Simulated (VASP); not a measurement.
# CoSi (P2_13) in VASP: notebook

CoSi is run at these levels: PBE; tasks: single point, relaxation of cell and atoms.

All numbers are computed with VASP 6.6.1; they aren't measurements. Logs are shortened: lines on timing, memory, paths and dates and some standing lists are left out, and cuts for length are marked.

**1. The cell of the first run**

It takes space group P2_13 (No. 198, cubic). Conventional cell: a = 4.460 Å, b = 4.460 Å, c = 4.460 Å, α = 90.00°, β = 90.00°, γ = 90.00°. Co (site symmetry 3) has 7 Si at 2.33 to 2.45 Å and 6 Co at 2.74 Å within 3.1 Å. Within 3.1 Å of Si (site symmetry 3) lie 7 Co at 2.33 to 2.45 Å and 6 Si at 2.76 Å.

**2. Single point, PBE (11.09 Å³/atom)**

The input, INCAR:

```
SYSTEM = CoSi
ALGO = Normal
EDIFF = 1E-6
ENCUT = 520
GGA = PE
ISIF = 2
ISMEAR = 0
LASPH = .TRUE.
LCHARG = .FALSE.
LREAL = .FALSE.
LWAVE = .FALSE.
NBANDS = 36
NELM = 100
PREC = Accurate
SIGMA = 0.05
```

The input, KPOINTS:

```
k-points
0
G
  8 8 8
  0 0 0
```

The input, POSCAR:

```
CoSi
1.0
    4.4601375776      0.0000000000      0.0000000000
    0.0000000000      4.4601375776      0.0000000000
    0.0000000000      0.0000000000      4.4601375776
Co Si
4 4
Direct
    0.1441349794      0.1441349794      0.1441349794
    0.3558650206      0.8558650206      0.6441349794
    0.6441349794      0.3558650206      0.8558650206
    0.8558650206      0.6441349794      0.3558650206
    0.8429213557      0.8429213557      0.8429213557
    0.6570786443      0.1570786443      0.3429213557
    0.3429213557      0.6570786443      0.1570786443
    0.1570786443      0.3429213557      0.6570786443
```

Potentials or basis: VASP PAW PBE potentials, release 64 (Co, Si).

The run is started by

```
$ cat potpaw_PBE.64/Co/POTCAR potpaw_PBE.64/Si/POTCAR > POTCAR
$ mpirun -np 1 vasp_std > vasp.out
```

OUTCAR:

```text
SYSTEM = CoSi
   EDIFF = 1E-6
   ENCUT = 520
   GGA = PE
   ISIF = 2
   ISMEAR = 0
   LASPH = .TRUE.
   LREAL = .FALSE.
   NELM = 100
   PREC = Accurate

 ion  position               nearest neighbor table
   1  0.144  0.144  0.144-   5 2.33   6 2.35   7 2.35   8 2.35   7 2.45   8 2.45   6 2.45   2 2.74
                             2 2.74   4 2.74   3 2.74   4 2.74   3 2.74
   2  0.356  0.856  0.644-   6 2.33   5 2.35   7 2.35   8 2.35   7 2.45   8 2.45   5 2.45   1 2.74
                             1 2.74   3 2.74   4 2.74   4 2.74   3 2.74
   3  0.644  0.356  0.856-   7 2.33   6 2.35   5 2.35   8 2.35   8 2.45   6 2.45   5 2.45   4 2.74
                             4 2.74   1 2.74   2 2.74   2 2.74   1 2.74
   4  0.856  0.644  0.356-   8 2.33   6 2.35   7 2.35   5 2.35   6 2.45   5 2.45   7 2.45   3 2.74
                             3 2.74   1 2.74   1 2.74   2 2.74   2 2.74
   5  0.843  0.843  0.843-   1 2.33   2 2.35   3 2.35   4 2.35   3 2.45   4 2.45   2 2.45   6 2.76
                             7 2.76   8 2.76   6 2.76   8 2.76   7 2.76
   6  0.657  0.157  0.343-   2 2.33   1 2.35   3 2.35   4 2.35   3 2.45   4 2.45   1 2.45   8 2.76
                             5 2.76   5 2.76   7 2.76   7 2.76   8 2.76
   7  0.343  0.657  0.157-   3 2.33   2 2.35   1 2.35   4 2.35   4 2.45   2 2.45   1 2.45   8 2.76
                             5 2.76   8 2.76   6 2.76   6 2.76   5 2.76
   8  0.157  0.343  0.657-   4 2.33   2 2.35   3 2.35   1 2.35   2 2.45   1 2.45   3 2.45   7 2.76
                             5 2.76   7 2.76   5 2.76   6 2.76   6 2.76

  LATTYP: Found a simple cubic cell.
 ALAT       =     4.4601375776

  Lattice vectors:

 A1 = (   4.4601375776,   0.0000000000,   0.0000000000)
 A2 = (   0.0000000000,   4.4601375776,   0.0000000000)
 A3 = (   0.0000000000,   0.0000000000,   4.4601375776)

Analysis of symmetry for initial positions (statically):
=====================================================================
 Subroutine PRICEL returns:
 Original cell was already a primitive cell.

 Routine SETGRP: Setting up the symmetry group for a
 simple cubic supercell.

 Subroutine GETGRP returns: Found 12 space group operations
 (whereof  3 operations were pure point group operations)
 out of a pool of 48 trial point group operations.

The static configuration has the point symmetry C_3 .
 The point group associated with its full space group is T   .

Analysis of symmetry for dynamics (positions and initial velocities):
=====================================================================
 Subroutine PRICEL returns:
 Original cell was already a primitive cell.

 Routine SETGRP: Setting up the symmetry group for a
 simple cubic supercell.

 Subroutine GETGRP returns: Found 12 space group operations
 (whereof  3 operations were pure point group operations)
 out of a pool of 48 trial point group operations.

The dynamic configuration has the point symmetry C_3 .
 The point group associated with its full space group is T   .

 Subroutine INISYM returns: Found 12 space group operations
 (whereof  3 operations are pure point group operations),
 and found     1 'primitive' translations

----------------------------------------------------------------------------------------

                                     Primitive cell

  volume of cell :      88.7247

  direct lattice vectors                    reciprocal lattice vectors
     4.460137578  0.000000000  0.000000000     0.224208330  0.000000000  0.000000000
     0.000000000  4.460137578  0.000000000     0.000000000  0.224208330  0.000000000
     0.000000000  0.000000000  4.460137578     0.000000000  0.000000000  0.224208330

  length of vectors
     4.460137578  4.460137578  4.460137578     0.224208330  0.224208330  0.224208330

  position of ions in fractional coordinates (direct lattice)
     0.144134979  0.144134979  0.144134979
     0.355865021  0.855865021  0.644134979
     0.644134979  0.355865021  0.855865021
     0.855865021  0.644134979  0.355865021
     0.842921356  0.842921356  0.842921356
     0.657078644  0.157078644  0.342921356
     0.342921356  0.657078644  0.157078644
     0.157078644  0.342921356  0.657078644

  ion indices of the primitive-cell ions
   primitive index   ion index
                 1           1
                 2           2
                 3           3
                 4           4
                 5           5
                 6           6
                 7           7
                 8           8

----------------------------------------------------------------------------------------

 KPOINTS: k-points

Automatic generation of k-mesh.
 Grid dimensions read from file:
 generate k-points for:    8    8    8

 Generating k-lattice:

  Cartesian coordinates                     Fractional coordinates (reciprocal lattice)
     0.028026041  0.000000000  0.000000000     0.125000000  0.000000000  0.000000000
     0.000000000  0.028026041  0.000000000     0.000000000  0.125000000  0.000000000
     0.000000000  0.000000000  0.028026041     0.000000000  0.000000000  0.125000000

  Length of vectors
     0.028026041  0.028026041  0.028026041

  Shift w.r.t. Gamma in fractional coordinates (k-lattice)
     0.000000000  0.000000000  0.000000000

 Subroutine IBZKPT returns following result:
 ===========================================

 Found     45 irreducible k-points:

 Following reciprocal coordinates:
            Coordinates               Weight
  0.000000  0.000000  0.000000      1.000000
  0.125000  0.000000  0.000000      6.000000
  0.250000  0.000000  0.000000      6.000000
  0.375000  0.000000  0.000000      6.000000
  0.500000  0.000000  0.000000      3.000000
  0.125000  0.125000  0.000000     12.000000
[... 16 lines left out ...]
  0.250000  0.125000  0.125000     24.000000
  0.375000  0.125000  0.125000     24.000000
 [... further k-points ...]
   k-points           NKPTS =     45   k-points in BZ     NKDIM =     45   number of bands    NBANDS=     36
   number of dos      NEDOS =    301   number of ions     NIONS =      8
   total plane-waves  NPLWV =  46656
   dimension x,y,z NGX =    36 NGY =   36 NGZ =   36
   dimension x,y,z NGXF=    72 NGYF=   72 NGZF=   72
   ions per type =               4   4
   NGX,Y,Z   is equivalent  to a cutoff of  13.42, 13.42, 13.42 a.u.
   NGXF,Y,Z  is equivalent  to a cutoff of  26.84, 26.84, 26.84 a.u.
 SYSTEM =  CoSi
   PREC   = accura    normal or accurate (medium, high low for compatibility)
   ISTART =      0    job   : 0-new  1-cont  2-samecut
   ICHARG =      2    charge: 1-file 2-atom 10-const
   ISPIN  =      1    spin polarized calculation?
   LNONCOLLINEAR =      F non collinear calculations
   LSORBIT =      F    spin-orbit coupling
   LASPH  =      T    aspherical Exc in radial PAW
   ENCUT  =  520.0 eV  38.22 Ry    6.18 a.u.   8.29  8.29  8.29*2*pi/ulx,y,z
   NELM   =    100;   NELMIN=  2; NELMDL= -5     # of ELM steps
   EDIFF  = 0.1E-05   stopping-criterion for ELM
   LREAL  =      F    real-space projection
   EDIFFG = 0.1E-04   stopping-criterion for IOM
   NSW    =      0    number of steps for IOM
   IBRION =     -1    ionic relax: 0-MD 1-quasi-New 2-CG
   NFREE  =      0    steps in history (QN), initial steepest desc. (CG)
   ISIF   =      2    stress and relaxation
   ISYM   =      2    0-nonsym 1-usesym 2-fastsym
   POTIM  = 0.5000    time-step for ionic-motion
   TEBEG  =    0.0;   TEEND  =   0.0 temperature during run
   PSTRESS=    0.0 pullay stress
   NELECT =      52.0000    total number of electrons
   NUPDOWN=      -1.0000    fix difference up-down
   EMIN   =  10.00;   EMAX   =-10.00  energy-range for DOS
   EFERMI =   0.00;   METHOD = LEGACY
   ISMEAR =     0;   SIGMA  =   0.05  broadening in eV -4-tet -1-fermi 0-gaus
   EFERMI_NEDOS =   21; number of points for ismear=-14 and -15
   IALGO  =     38    algorithm
   IMIX   =      4    mixing-type and parameters
     AMIX     =   0.40;   BMIX     =  1.00
     AMIX_MAG =   1.60;   BMIX_MAG =  1.00
  volume/ion in A,a.u.               =      11.09        74.84
  Fermi-wavevector in a.u.,A,eV,Ry     =   1.370022  2.588967 25.537613  1.876962
  Thomas-Fermi vector in A             =   2.495846
   LORBIT       =      0    0 simple, 1 ext, 2 COOP (PROOUT), +10 PAW based schemes
   GGA     = PE    functional components
   LHFCALC =     F    Hartree Fock is set to
   AEXX    =    0.0000 exact exchange contribution
   IVDW    =     0    specifies the selected vdW correction
   LEPSILON=     F    determine dielectric tensor
   LRPA    =     F    only Hartree local field effects (RPA)
 non-spin polarized calculation
 Gauss-broadening in eV      SIGMA  =   0.05
  energy-cutoff  :      520.00
  volume of cell :       88.72
 maximum number of plane-waves:      2440
 NGX is ok and might be reduce to    36
   NGX = 17   NGY = 17   NGZ = 17

 number of electron      52.0000014 magnetization

 Free energy of the ion-electron system (eV)
  ---------------------------------------------------
  ext. energy  EPLUGINS =         0.00000000
  ---------------------------------------------------
  free energy    TOTEN  =       -54.72466997 eV

  energy without entropy =      -54.72250231  energy(sigma->0) =      -54.72358614

 E-fermi :  11.8029     XC(G=0): -12.7669

 val. band max:       11.8007112048   @ k =   0.5000   0.5000   0.3750
 cond. band min:      11.9347823560   @ k =   0.5000   0.3750   0.3750
 fundamental gap:      0.1340711512
 Fermi energy:        11.8028850643

 k-point     1 :       0.0000    0.0000    0.0000
  band No.  band energies     occupation
      1      -1.6997      2.00000
      2       3.7236      2.00000
      3       3.7236      2.00000
      4       3.7236      2.00000
      5       6.4234      2.00000
      6       6.4234      2.00000
[... 28 lines left out ...]
     35      15.3043      0.00000
     36      16.6163      0.00000

 k-point     2 :       0.1250    0.0000    0.0000
  band No.  band energies     occupation
      1      -1.5851      2.00000
      2       2.9377      2.00000
      3       3.7975      2.00000
      4       4.2886      2.00000
      5       5.9934      2.00000
      6       6.4927      2.00000
[... 28 lines left out ...]
     35      15.7017      0.00000
     36      17.0530      0.00000

 k-point     3 :       0.2500    0.0000    0.0000
  band No.  band energies     occupation
      1      -1.2447      2.00000
      2       1.9676      2.00000
      3       4.0130      2.00000
      4       4.7333      2.00000
      5       5.8040      2.00000
      6       6.6460      2.00000
[... 28 lines left out ...]
     35      16.3950      0.00000
     36      17.0880      0.00000

 k-point     4 :       0.3750    0.0000    0.0000
  band No.  band energies     occupation
      1      -0.6892      2.00000
      2       0.9686      2.00000
      3       4.3480      2.00000
      4       4.9748      2.00000
      5       5.8042      2.00000
      6       6.6050      2.00000
[... 28 lines left out ...]
     35      16.5810      0.00000
     36      17.2438      0.00000

 k-point     5 :       0.5000    0.0000    0.0000
  band No.  band energies     occupation
      1       0.0608      2.00000
      2       0.0608      2.00000
      3       4.7404      2.00000
      4       4.7404      2.00000
      5       6.1714      2.00000
      6       6.1714      2.00000
[... 655 lines left out ...]
 k-point    22 :       0.1250    0.1250    0.1250
  band No.  band energies     occupation
      1      -1.3575      2.00000
      2       2.6930      2.00000
      3       3.3487      2.00000
      4       4.5227      2.00000
      5       5.9821      2.00000
      6       6.6806      2.00000
[... 28 lines left out ...]
     35      16.4860      0.00000
     36      16.5473      0.00000

 k-point    23 :       0.2500    0.1250    0.1250
  band No.  band energies     occupation
      1      -1.0205      2.00000
      2       2.0687      2.00000
      3       3.3939      2.00000
      4       4.6351      2.00000
      5       5.8519      2.00000
      6       6.5132      2.00000
[... 28 lines left out ...]
     35      16.2553      0.00000
     36      16.8143      0.00000

 k-point    24 :       0.3750    0.1250    0.1250
  band No.  band energies     occupation
      1      -0.4715      2.00000
      2       1.1483      2.00000
      3       3.7523      2.00000
      4       4.6740      2.00000
      5       5.5774      2.00000
      6       6.2983      2.00000
[... 28 lines left out ...]
     35      16.5732      0.00000
     36      17.3387      0.00000

 [... further k-points ...]

------------------------ aborting loop because EDIFF is reached ----------------------------------------

  FORCE on cell =-STRESS in cart. coord.  units (eV):
  Direction    XX          YY          ZZ          XY          YZ          ZX
  --------------------------------------------------------------------------------------
  -------------------------------------------------------------------------------------
  Total       -2.3452613     -2.3452613     -2.3452613      0.0000000      0.0000000      0.0000000
  in kB      -42.3503545    -42.3503545    -42.3503545      0.0000000      0.0000000      0.0000000
  external PRESSURE =     -42.3503545 kB  Pullay stress =       0.0000000 kB

 VOLUME and BASIS-vectors are now :
 -----------------------------------------------------------------------------
  energy-cutoff  :      520.00
  volume of cell :       88.72
      direct lattice vectors                 reciprocal lattice vectors
     4.460137578  0.000000000  0.000000000     0.224208330  0.000000000  0.000000000
     0.000000000  4.460137578  0.000000000     0.000000000  0.224208330  0.000000000
     0.000000000  0.000000000  4.460137578     0.000000000  0.000000000  0.224208330

 POSITION                                       TOTAL-FORCE (eV/Angst)
 -----------------------------------------------------------------------------------
      0.64286      0.64286      0.64286         0.002585      0.002585      0.002585
      1.58721      3.81728      2.87293        -0.002585     -0.002585      0.002585
      2.87293      1.58721      3.81728         0.002585     -0.002585     -0.002585
      3.81728      2.87293      1.58721        -0.002585      0.002585     -0.002585
      3.75955      3.75955      3.75955        -0.001665     -0.001665     -0.001665
      2.93066      0.70059      1.52948         0.001665      0.001665     -0.001665
      1.52948      2.93066      0.70059        -0.001665      0.001665      0.001665
      0.70059      1.52948      2.93066         0.001665     -0.001665      0.001665
 -----------------------------------------------------------------------------------
    total drift:                               -0.000000      0.000000      0.000000

  FREE ENERGIE OF THE ION-ELECTRON SYSTEM (eV)
  ---------------------------------------------------
  free  energy   TOTEN  =       -54.7246699686 eV

  energy  without entropy=      -54.7225023126  energy(sigma->0) =      -54.72358614
```

Run time: 3.8 min. Hardware: 1 thread of Intel Xeon 8259CL, shared host; peak memory 0.27 GiB.

Results:

| Property | Result |
| --- | --- |
| Free energy | -54.7247 eV |
| Pressure | -4.2 GPa |
| Largest force | 0.004 eV/Å |
| Band gap on the k mesh | zero (bands 26 and 27 overlap by 0.21 eV) |

Forces in eV/Å, atoms in the order of the input:
```
Co   0.003  0.003  0.003
Co  -0.003 -0.003  0.003
Co   0.003 -0.003 -0.003
Co  -0.003  0.003 -0.003
Si  -0.002 -0.002 -0.002
Si   0.002  0.002 -0.002
Si  -0.002  0.002  0.002
Si   0.002 -0.002  0.002
```

Caveat: the cell stands under tension; the run has no spin polarisation, though such a crystal can be magnetic.

**3. Single point, PBE (11.31 Å³/atom)**

This run uses another cell than the first one, of 11.31 Å³/atom.

The input, INCAR:

```
SYSTEM = CoSi
  PREC = Accurate
  ENCUT = 520
  EDIFF = 1E-6
  ISMEAR = 0
  SIGMA = 0.05
  LREAL = .False.
  LASPH = .True.
  NELM = 60
  ALGO = Normal
  ISIF = 2
  LWAVE = .False.
  LCHARG = .False.
  GGA = PE
  NBANDS = 36
```

The input, KPOINTS:

```
regular mesh
0
Gamma
  8 8 8
  0 0 0
```

The input, POSCAR:

```
CoSi
1.0
    4.4891003215      0.0000000000      0.0000000000
    0.0000000000      4.4891003215      0.0000000000
    0.0000000000      0.0000000000      4.4891003215
Co Si
4 4
Direct
    0.1430581280      0.1430581280      0.1430581280
    0.3569418720      0.8569418720      0.6430581280
    0.6430581280      0.3569418720      0.8569418720
    0.8569418720      0.6430581280      0.3569418720
    0.8425924642      0.8425924642      0.8425924642
    0.6574075358      0.1574075358      0.3425924642
    0.3425924642      0.6574075358      0.1574075358
    0.1574075358      0.3425924642      0.6574075358
```

Potentials or basis: VASP PAW PBE potentials, release 64 (Co, Si).

The run is started by

```
$ cat potpaw_PBE.64/Co/POTCAR potpaw_PBE.64/Si/POTCAR > POTCAR
$ mpirun -np 1 vasp_std > vasp.out
```

It took 3.4 min on 1 thread of Intel Xeon 8259CL, shared host; peak memory 0.27 GiB.

The run converged. Its results:

- Free energy: -54.6584 eV
- Pressure: -7.9 GPa
- Largest force: 0.007 eV/Å
- Band gap on the k mesh: zero (bands 26 and 27 overlap by 0.20 eV)

Forces on the atoms (eV/Å):
```
Co   0.004  0.004  0.004
Co  -0.004 -0.004  0.004
Co   0.004 -0.004 -0.004
Co  -0.004  0.004 -0.004
Si  -0.003 -0.003 -0.003
Si   0.003  0.003 -0.003
Si  -0.003  0.003  0.003
Si   0.003 -0.003  0.003
```

Levels at points of the mesh, in eV from the Fermi level:
```tsv
k point	band 23	band 24	band 25	band 26	band 27	band 28	band 29	band 30
(0.00, 0.00, 0.00)	-0.73	-0.73	-0.01	-0.01	-0.01	2.32	2.32	2.32
(0.50, 0.00, 0.00)	-0.62	-0.62	-0.45	-0.45	0.96	0.96	1.36	1.36
(0.50, 0.50, 0.00)	-0.95	-0.95	-0.03	-0.03	0.54	0.54	1.86	1.86
(0.50, 0.50, 0.50)	-1.14	-1.14	-0.21	-0.21	-0.21	-0.21	5.13	5.13
```

Caveat: the cell stands under tension; the run has no spin polarisation, though such a crystal can be magnetic. Spin polarisation is off, so any magnetic state and its effect on volume and gap are missing.

(Part 1 of 2 ends here.)

The gap in the log of VASP goes by the Fermi energy; the results here count the filled bands.